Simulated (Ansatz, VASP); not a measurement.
## Two plane-wave programs on ScAl

```
Sc Al
1.0
     3.30032    0.00000    0.00000
     0.00000    3.30032    0.00000
     0.00000    0.00000    3.30032
Sc Al
1 1
Direct
  0.50000 0.50000 0.50000
  0.00000 0.00000 0.00000
```

Alike in both runs: task single point; functional r2SCAN; k mesh 12 × 12 × 12; occupations gaussian, width 0.1 eV; no spin polarisation.

|  | VASP | Ansatz |
| --- | --- | --- |
| version | VASP 6.6.1 | Ansatz 0.2.0 |
| potentials or method | VASP PAW PBE potentials, release 64 (Sc_sv, Al), cutoff 520 eV | scalar-relativistic, plane waves, PAW |
| valence electrons in the cell | 14 | 14 |

|  | VASP | Ansatz | Ansatz less VASP |
| --- | --- | --- | --- |
| gap on the k mesh at the Fermi level (eV) | none | none | - |
| pressure (GPa) | 6.0 | 5.8 | -0.16 |

VASP's potentials were made for PBE, not for r2SCAN. A gap of «none» marks a metal or a gap that the smearing closes.
